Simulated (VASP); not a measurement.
Write the native input for VASP 6.6.1 that does the following.

```yaml
Task: single point
Functional: BLYP
Dispersion: D4
Potentials_or_basis: VASP PAW PBE potentials, release 64 (Sr_sv, O)
Cutoff: 520 eV
k_mesh: 9 × 9 × 9
Occupations: fermi-dirac, width 0.05 eV
Spin: no spin polarisation
Dipole_correction: no
Further_INCAR_settings: ALGO = Normal; EDIFF = 1e-06; NBANDS = 15
```

The structure of SrO lies in POSCAR:

```
SrO
1.0
    0.0000000000      2.6000709780      2.6000709780
    2.6000709780      0.0000000000      2.6000709780
    2.6000709780      2.6000709780      0.0000000000
Sr O
1 1
Direct
    0.5000000000      0.5000000000      0.5000000000
    0.0000000000      0.0000000000      0.0000000000
```

The input as run:

INCAR

```
SYSTEM = SrO
PREC = Accurate
ENCUT = 520
EDIFF = 1E-6
ISMEAR = -1
SIGMA = 0.05
LREAL = .FALSE.
LASPH = .TRUE.
NELM = 80
ALGO = Normal
ISIF = 2
LWAVE = .FALSE.
LCHARG = .FALSE.
GGA = B5
ALDAX = 1.0
AGGAX = 1.0
AGGAC = 1.0
ALDAC = 0.0
IVDW = 13
VDW_S6 = 1.0
VDW_S8 = 2.34076671
VDW_A1 = 0.44488865
VDW_A2 = 4.0933009
NBANDS = 15
```

KPOINTS

```
regular mesh
0
G
  9 9 9
  0 0 0
```

Potentials or basis: VASP PAW PBE potentials, release 64 (Sr_sv, O).

The run is started by

```console
$ cat potpaw_PBE.64/Sr_sv/POTCAR potpaw_PBE.64/O/POTCAR > POTCAR
$ mpirun -np 1 vasp_std > vasp.out
```

Results of the run:

The pressure is -0.2 GPa and the band gap on the k mesh is 3.46 eV, indirect (least direct gap 3.57 eV). The dispersion energy per atom is -0.299 eV.

Caveat: the PAW data sets were made with another functional, which shifts forces and pressure a little.

Run time: 19 s on 1 thread of Intel(R) Xeon(R) Platinum 8375C CPU @ 2.90GHz (Ice Lake) (shared host), peak memory 0.16 GiB.
